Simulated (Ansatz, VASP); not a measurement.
**Two plane-wave programs on SnO2**

```
CELL_PARAMETERS angstrom
3.59332 -3.59332 0.00000
3.59332 3.59332 0.00000
0.00000 0.00000 5.53127
ATOMIC_POSITIONS crystal
Sn 0.50000 0.50000 0.00000
Sn 0.00000 0.00000 0.00000
Sn 0.00000 0.50000 0.50000
Sn 0.50000 0.00000 0.50000
O 0.25000 0.75000 0.32307
O 0.75000 0.25000 0.32307
O 0.75000 0.25000 0.82307
O 0.25000 0.75000 0.82307
O 0.75000 0.75000 0.67693
O 0.25000 0.25000 0.67693
O 0.25000 0.25000 0.17693
O 0.75000 0.75000 0.17693
```

Alike in both runs: task single point; functional PBE; k mesh 6 × 6 × 6; occupations gaussian, width 0.02 eV; no spin polarisation.

```csv
,VASP,Ansatz
version,VASP 6.6.1,Ansatz 0.2.0
potentials or method,"VASP PAW PBE potentials, release 64 (Sn_d, O), cutoff 520 eV","scalar-relativistic, plane waves, PAW"
valence electrons in the cell,104,104
```

```csv
,VASP,Ansatz,Ansatz less VASP
gap on the k mesh at the Fermi level (eV),0.77,0.78,+0.014
least direct gap on the mesh (eV),0.77,0.78,+0.014
pressure (GPa),0.4,-0.1,-0.51
"traceless stress, the component that is largest in VASP (GPa)",-0.23,0.03,+0.254
rms of the force components (eV/Å),0.020,0.002,-0.0177
```

Atom by atom the forces differ by 0.022 eV/Å (rms over components).
